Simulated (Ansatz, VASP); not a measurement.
**P2Se2O: VASP beside Ansatz**

INCAR

```
SYSTEM = P2Se2O
PREC = Accurate ; ENCUT = 600
EDIFF = 1E-6 ; ISMEAR = 0
SIGMA = 0.1 ; LREAL = .FALSE.
LASPH = .TRUE. ; NELM = 100
ALGO = Normal ; ISIF = 3
LWAVE = .FALSE. ; LCHARG = .FALSE.
GGA = PE ; IVDW = 12
IBRION = 2 ; NSW = 90
EDIFFG = -0.04
```

Contents of KPOINTS:

```
Automatic mesh
0
G
  6 6 4
  0 0 0
```

The input POSCAR:

```
P2Se2O
1.0
    3.6899066016      0.0000000000      0.0000000000
    0.0000000000      3.6899066016      0.0000000000
    0.0000000000      0.0000000000      6.9668426779
P Se O
2 2 1
Direct
    0.5000000000      0.5000000000      0.0007909113
    0.5000000000      0.5000000000      0.3279527429
    0.0000000000      0.0000000000      0.3158305215
    0.5000000000      0.5000000000      0.6890610193
    0.0000000000      0.0000000000      0.0572284349
```

Input for Ansatz:

```yaml
crystal:
  lattice:
    - [3.6899066016, 0.0, 0.0]
    - [0.0, 3.6899066016, 0.0]
    - [0.0, 0.0, 6.9668426779]
  atoms:
    - { symbol: P, position: [0.5, 0.5, 0.0007909113] }
    - { symbol: P, position: [0.5, 0.5, 0.3279527429] }
    - { symbol: Se, position: [0.0, 0.0, 0.3158305215] }
    - { symbol: Se, position: [0.5, 0.5, 0.6890610193] }
    - { symbol: O, position: [0.0, 0.0, 0.0572284349] }
basis:
  ecutwfc: 420
kpoints:
  mp_grid: { grid: [6, 6, 4] }
hamiltonian:
  xc: pbe
  dispersion: d3bj
scf:
  occupations: { method: gaussian, width: 0.1 }
  lower_state_search: "off"
output:
  forces: true
  stress: true
  eigenvalues: true
relax:
  adjacent_minimum: "off"
  f_tol: 0.04
  max_steps: 70
  cell: { stress_tol: 0.4 }
```

Alike in both runs: task relaxation of cell and atoms; functional PBE; dispersion D3(BJ); k mesh 6 × 6 × 4; occupations gaussian, width 0.1 eV; no spin polarisation.

|  | VASP | Ansatz |
| --- | --- | --- |
| version | VASP 6.6.1 | Ansatz 0.2.0 |
| potentials or method | VASP PAW PBE potentials, release 64 (P, Se, O), cutoff 600 eV | scalar-relativistic, plane waves, PAW |
| valence electrons in the cell | 28 | 48 |

```csv
,VASP,Ansatz,Ansatz less VASP
"gap on the k mesh at the Fermi level, each at its own relaxed structure (eV)",none,none,-
relaxed volume (Å³/atom),18.81,18.89,+0.077
relaxed cell length with the largest relative difference (Å),3.678,3.685,+0.0063
```

A gap of «none» marks a metal or a gap that the smearing closes. VASP's potentials hold 28 valence electrons a cell and Ansatz's 48, so a difference there can come from the potentials and not from the codes.
